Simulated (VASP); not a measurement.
A run of VASP 6.6.1:

INCAR

```
SYSTEM = FeS2
PREC = Accurate
ENCUT = 600
EDIFF = 1E-6
ISMEAR = -1
SIGMA = 0.05
LREAL = .False.
LASPH = .True.
NELM = 200
ALGO = Normal
ISIF = 2
LWAVE = .False.
LCHARG = .False.
ISPIN = 2
MAGMOM = 4 4 4 4 0 0 0 0 0 0 0 0
LORBIT = 11
LMAXMIX = 4
LDAU = .True.
LDAUTYPE = 2
LDAUL = 2 -1
LDAUU = 5.3 0
LDAUJ = 0 0
LDAUPRINT = 1
GGA = PE
NBANDS = 56
GGA_COMPAT = .False.
```

Contents of KPOINTS:

```
regular mesh
0
Gamma
  3 3 3
  0 0 0
```

The input POSCAR:

```
FeS2
1.0
    5.3825000000      0.0000000000      0.0000000000
    0.0000000000      5.3825000000      0.0000000000
    0.0000000000      0.0000000000      5.3825000000
Fe S
4 8
Direct
    0.0000000000      0.0000000000      0.0000000000
    0.5000000000      0.0000000000      0.5000000000
    0.5000000000      0.5000000000      0.0000000000
    0.0000000000      0.5000000000      0.5000000000
    0.3849000000      0.3849000000      0.3849000000
    0.1151000000      0.6151000000      0.8849000000
    0.8849000000      0.1151000000      0.6151000000
    0.6151000000      0.8849000000      0.1151000000
    0.6151000000      0.6151000000      0.6151000000
    0.8849000000      0.3849000000      0.1151000000
    0.1151000000      0.8849000000      0.3849000000
    0.3849000000      0.1151000000      0.8849000000
```

Potentials or basis: VASP PAW PBE potentials, release 64 (Fe, S).

The run is started by

```sh
$ cat potpaw_PBE.64/Fe/POTCAR potpaw_PBE.64/S/POTCAR > POTCAR
$ mpirun -np 1 vasp_std > vasp.out
```

Hardware: 1 thread of Intel(R) Xeon(R) Platinum 8488C (Sapphire Rapids), with other jobs on the host.

How long does it take, and how much memory?

Wall time 2.4 min on 1 thread of Intel(R) Xeon(R) Platinum 8488C (Sapphire Rapids), on a shared host, peak memory 0.42 GiB. Counts: scf iterations 24, k points 4.
